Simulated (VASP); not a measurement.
# Au (Fd-3m) in VASP: single point with PBE

Aim: the single point of Au with PBE.

All numbers are computed with VASP 6.6.1; they aren't measurements. Logs are shortened: lines on timing, memory, paths and dates and some standing lists are left out, and cuts for length are marked.

## Step 1: The cell of the first run

Symmetry: Fd-3m, No. 227, cubic system. The conventional cell has a = 6.157 Å, b = 6.157 Å, c = 6.157 Å, α = 90.00°, β = 90.00°, γ = 90.00°. Within 3.5 Å of Au (site symmetry -43m) lie 4 Au at 2.67 Å.

## Step 2: Single point, PBE

File INCAR:

```
ALGO = Normal ; EDIFF = 1E-7
ENCUT = 520 ; GGA = PE
ISIF = 2 ; ISMEAR = -1
LASPH = T ; LCHARG = T
LELF = T ; LREAL = F
LVHAR = T ; LWAVE = F
NBANDS = 18 ; NELM = 60
PREC = Accurate ; SIGMA = 0.13605693000000002
```

File KPOINTS:

```
k-points
0
Gamma
  8 8 8
```

File POSCAR:

```
Au
1.0
    0.0000000000      3.0787305726      3.0787305726
    3.0787305726      0.0000000000      3.0787305726
    3.0787305726      3.0787305726      0.0000000000
Au
2
Direct
    0.0000000000      0.0000000000      0.0000000000
    0.2500000000      0.2500000000      0.2500000000
```

Potentials or basis: VASP PAW PBE potentials, release 64 (Au).

Started as:

```bash
$ cat potpaw_PBE.64/Au/POTCAR > POTCAR
$ mpirun -np 1 vasp_std > vasp.out
```

OUTCAR:

```text
EDIFF = 1E-7
   ENCUT = 520
   GGA = PE
   ISIF = 2
   ISMEAR = -1
   LASPH = T
   LREAL = F
   NELM = 60
   PREC = Accurate

 ion  position               nearest neighbor table
   1  0.000  0.000  0.000-   2 2.67   2 2.67   2 2.67   2 2.67
   2  0.250  0.250  0.250-   1 2.67   1 2.67   1 2.67   1 2.67

  LATTYP: Found a face centered cubic cell.
 ALAT       =     6.1574611452

  Lattice vectors:

 A1 = (   0.0000000000,   3.0787305726,   3.0787305726)
 A2 = (   3.0787305726,   0.0000000000,   3.0787305726)
 A3 = (   3.0787305726,   3.0787305726,   0.0000000000)

Analysis of symmetry for initial positions (statically):
=====================================================================
 Subroutine PRICEL returns:
 Original cell was already a primitive cell.

 Routine SETGRP: Setting up the symmetry group for a
 face centered cubic supercell.

 Subroutine GETGRP returns: Found 48 space group operations
 (whereof 24 operations were pure point group operations)
 out of a pool of 48 trial point group operations.

The static configuration has the point symmetry T_d .
 The point group associated with its full space group is O_h .

Analysis of symmetry for dynamics (positions and initial velocities):
=====================================================================
 Subroutine PRICEL returns:
 Original cell was already a primitive cell.

 Routine SETGRP: Setting up the symmetry group for a
 face centered cubic supercell.

 Subroutine GETGRP returns: Found 48 space group operations
 (whereof 24 operations were pure point group operations)
 out of a pool of 48 trial point group operations.

The dynamic configuration has the point symmetry T_d .
 The point group associated with its full space group is O_h .

 Subroutine INISYM returns: Found 48 space group operations
 (whereof 24 operations are pure point group operations),
 and found     1 'primitive' translations

----------------------------------------------------------------------------------------

                                     Primitive cell

  volume of cell :      58.3640

  direct lattice vectors                    reciprocal lattice vectors
     0.000000000  3.078730573  3.078730573    -0.162404598  0.162404598  0.162404598
[... 74 lines left out ...]
   NGX,Y,Z   is equivalent  to a cutoff of  12.22, 12.22, 12.22 a.u.
   NGXF,Y,Z  is equivalent  to a cutoff of  24.44, 24.44, 24.44 a.u.
 SYSTEM =  unknown system
   PREC   = accura    normal or accurate (medium, high low for compatibility)
   ISTART =      0    job   : 0-new  1-cont  2-samecut
   ICHARG =      2    charge: 1-file 2-atom 10-const
   ISPIN  =      1    spin polarized calculation?
   LNONCOLLINEAR =      F non collinear calculations
   LSORBIT =      F    spin-orbit coupling
   LASPH  =      T    aspherical Exc in radial PAW
   ENCUT  =  520.0 eV  38.22 Ry    6.18 a.u.   8.10  8.10  8.10*2*pi/ulx,y,z
   NELM   =     60;   NELMIN=  2; NELMDL= -5     # of ELM steps
   EDIFF  = 0.1E-06   stopping-criterion for ELM
   LREAL  =      F    real-space projection
   EDIFFG = 0.1E-05   stopping-criterion for IOM
   NSW    =      0    number of steps for IOM
   IBRION =     -1    ionic relax: 0-MD 1-quasi-New 2-CG
   NFREE  =      0    steps in history (QN), initial steepest desc. (CG)
   ISIF   =      2    stress and relaxation
   ISYM   =      2    0-nonsym 1-usesym 2-fastsym
   POTIM  = 0.5000    time-step for ionic-motion
   TEBEG  =    0.0;   TEEND  =   0.0 temperature during run
   PSTRESS=    0.0 pullay stress
   NELECT =      22.0000    total number of electrons
   NUPDOWN=      -1.0000    fix difference up-down
   EMIN   =  10.00;   EMAX   =-10.00  energy-range for DOS
   EFERMI =   0.00;   METHOD = LEGACY
   ISMEAR =    -1;   SIGMA  =   0.14  broadening in eV -4-tet -1-fermi 0-gaus
   EFERMI_NEDOS =   21; number of points for ismear=-14 and -15
   IALGO  =     38    algorithm
   IMIX   =      4    mixing-type and parameters
     AMIX     =   0.40;   BMIX     =  1.00
     AMIX_MAG =   1.60;   BMIX_MAG =  1.00
  volume/ion in A,a.u.               =      29.18       196.93
  Fermi-wavevector in a.u.,A,eV,Ry     =   1.182590  2.234770 19.027994  1.398518
  Thomas-Fermi vector in A             =   2.318841
   LORBIT       =      0    0 simple, 1 ext, 2 COOP (PROOUT), +10 PAW based schemes
   GGA     = PE    functional components
   LHFCALC =     F    Hartree Fock is set to
   AEXX    =    0.0000 exact exchange contribution
   IVDW    =     0    specifies the selected vdW correction
   LEPSILON=     F    determine dielectric tensor
   LRPA    =     F    only Hartree local field effects (RPA)
 non-spin polarized calculation
  energy-cutoff  :      520.00
  volume of cell :       58.36
 maximum number of plane-waves:      1591
   NGX = 17   NGY = 17   NGZ = 17

 number of electron      21.9999996 magnetization

 Free energy of the ion-electron system (eV)
  ---------------------------------------------------
  ext. energy  EPLUGINS =         0.00000000
  ---------------------------------------------------
  free energy    TOTEN  =        -5.04017277 eV

  energy without entropy =       -4.98676227  energy(sigma->0) =       -5.01346752

 E-fermi :   2.8075     XC(G=0):  -9.3100

 val. band max:        2.7700518571   @ k =  -0.3750   0.2500   0.1250
 cond. band min:       2.8957766815   @ k =   0.5000   0.1250   0.0000
 fundamental gap:      0.1257248244
 Fermi energy:         2.8075032993

 k-point     1 :       0.0000    0.0000    0.0000
  band No.  band energies     occupation
      1      -3.1005      2.00000
      2      -1.2349      2.00000
      3      -1.2349      2.00000
      4      -1.2349      2.00000
      5      -1.2308      2.00000
      6      -1.2308      2.00000
[... 481 lines left out ...]
      5      -0.7431      2.00000
      6      -0.5944      2.00000
[... 10 lines left out ...]
     17      16.2912      0.00000
     18      16.3512      0.00000

 [... further k-points ...]
[... 5 lines left out ...]
  --------------------------------------------------------------------------------------
  -------------------------------------------------------------------------------------
  Total       -0.0068227     -0.0068227     -0.0068227      0.0000000      0.0000000      0.0000000
  in kB       -0.1872937     -0.1872937     -0.1872937      0.0000000      0.0000000      0.0000000
  external PRESSURE =      -0.1872937 kB  Pullay stress =       0.0000000 kB

 VOLUME and BASIS-vectors are now :
 -----------------------------------------------------------------------------
  energy-cutoff  :      520.00
  volume of cell :       58.36
      direct lattice vectors                 reciprocal lattice vectors
     0.000000000  3.078730573  3.078730573    -0.162404598  0.162404598  0.162404598
     3.078730573  0.000000000  3.078730573     0.162404598 -0.162404598  0.162404598
     3.078730573  3.078730573  0.000000000     0.162404598  0.162404598 -0.162404598

 POSITION                                       TOTAL-FORCE (eV/Angst)
 -----------------------------------------------------------------------------------
      0.00000      0.00000      0.00000         0.000000      0.000000      0.000000
      1.53937      1.53937      1.53937        -0.000000     -0.000000     -0.000000
 -----------------------------------------------------------------------------------
    total drift:                               -0.000000      0.000000      0.000000

  FREE ENERGIE OF THE ION-ELECTRON SYSTEM (eV)
  ---------------------------------------------------
  free  energy   TOTEN  =        -5.0401727705 eV

  energy  without entropy=       -4.9867622691  energy(sigma->0) =       -5.01346752
```

OSZICAR:

```text
N       E                     dE             d eps       ncg     rms          rms(c)
DAV:   1     0.116739853821E+03    0.11674E+03   -0.10537E+04  1052   0.109E+03
DAV:   2    -0.309347924837E+01   -0.11983E+03   -0.11360E+03  1130   0.229E+02
DAV:   3    -0.542224291829E+01   -0.23288E+01   -0.23138E+01  1296   0.321E+01
DAV:   4    -0.543619243243E+01   -0.13950E-01   -0.13947E-01  1162   0.256E+00
DAV:   5    -0.543641586458E+01   -0.22343E-03   -0.22343E-03  1182   0.346E-01    0.812E+00
DAV:   6    -0.505428784607E+01    0.38213E+00   -0.12279E+00  1144   0.826E+00    0.600E+00
DAV:   7    -0.504371299047E+01    0.10575E-01   -0.17559E-02  1144   0.947E-01    0.330E+00
DAV:   8    -0.504013084587E+01    0.35821E-02   -0.18150E-03  1108   0.297E-01    0.561E-02
DAV:   9    -0.504015776451E+01   -0.26919E-04   -0.45502E-05  1244   0.469E-02    0.257E-02
DAV:  10    -0.504017278255E+01   -0.15018E-04   -0.13844E-05  1142   0.262E-02    0.368E-03
DAV:  11    -0.504017277054E+01    0.12011E-07   -0.18144E-07  1104   0.291E-03
   1 F= -.50401728E+01 E0= -.50134675E+01  d E =-.534105E-01
```

stdout:

```text
POSCAR found type information on POSCAR Au
 POSCAR found :  1 types and       2 ions
 scaLAPACK will be used
 LDA part: xc-table for (Slater+PW92), standard interpolation
 POSCAR, INCAR and KPOINTS ok, starting setup
 FFT: planning ... GRIDC
 FFT: planning ... GRID_SOFT
 FFT: planning ... GRID
 WAVECAR not read
 entering main loop
```

Wall time 13 s (1 thread of Intel Xeon 6975P-C, shared host); peak memory 0.18 GiB.

Results:

```yaml
Free_energy: -5.0402 eV
Pressure: 0.0 GPa
Band_gap_on_the_k_mesh: zero (band 11 reaches 3.04 eV, above the bottom of band 12 at 2.40 eV)
```

Caveat: spin-orbit coupling is left out, which moves the levels of the heavy elements.
